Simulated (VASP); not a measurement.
The system is SnTe.

```
Te Sn
1.0
     0.00000    3.15085    3.15085
     3.15085    0.00000    3.15085
     3.15085    3.15085    0.00000
Te Sn
1 1
Direct
  0.50000 0.50000 0.50000
  0.00000 0.00000 0.00000
```

Base run:

```yaml
Program: VASP 6.6.1
Functional: PBE
Potentials_or_basis: VASP PAW PBE potentials, release 64 (Te, Sn_d)
Cutoff: 520 eV
k_mesh: 6 × 6 × 6
Occupations: fermi-dirac, width 0.05 eV
Spin: no spin polarisation
```

Its results: band gap on the k mesh 0.10 eV, direct; pressure 2.3 GPa.

**Question.** The run is repeated on the same cell with these changes: k mesh from 6 × 6 × 6 to 4 × 4 × 4. What comes out?

**Answer.** Band gap on the k mesh 0.10 eV, direct; pressure 1.8 GPa.

Caveats: some runs use coarse meshes; spin-orbit coupling is left out, which moves the levels of the heavy elements.

A k mesh can miss the band edges.
